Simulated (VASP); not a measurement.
Input of a VASP 6.6.1 run:

Contents of INCAR:

```
SYSTEM = GaP
  PREC = Accurate
  ENCUT = 520
  EDIFF = 1E-6
  ISMEAR = 0
  SIGMA = 0.05
  LREAL = .FALSE.
  LASPH = .TRUE.
  NELM = 80
  ALGO = Normal
  ISIF = 2
  LWAVE = .FALSE.
  LCHARG = .FALSE.
  GGA = PE
  NBANDS = 16
```

KPOINTS

```
regular mesh
0
G
  10 10 10
  0 0 0
```

File POSCAR:

```
GaP
1.0
    0.0000000000      2.7713129092      2.7713129092
    2.7713129092      0.0000000000      2.7713129092
    2.7713129092      2.7713129092      0.0000000000
Ga P
1 1
Direct
    0.0000000000      0.0000000000      0.0000000000
    0.7500000000      0.7500000000      0.7500000000
```

Potentials or basis: VASP PAW PBE potentials, release 64 (Ga_d, P).

The run is started by

```bash
$ cat potpaw_PBE.64/Ga_d/POTCAR potpaw_PBE.64/P/POTCAR > POTCAR
$ mpirun -np 1 vasp_std > vasp.out
```

Q: What does it give for the band gap on the k mesh?

A: 1.41 eV, direct.

Q: Estimate the pressure.

A: -1.5 GPa.

 A k mesh can miss the band edges.
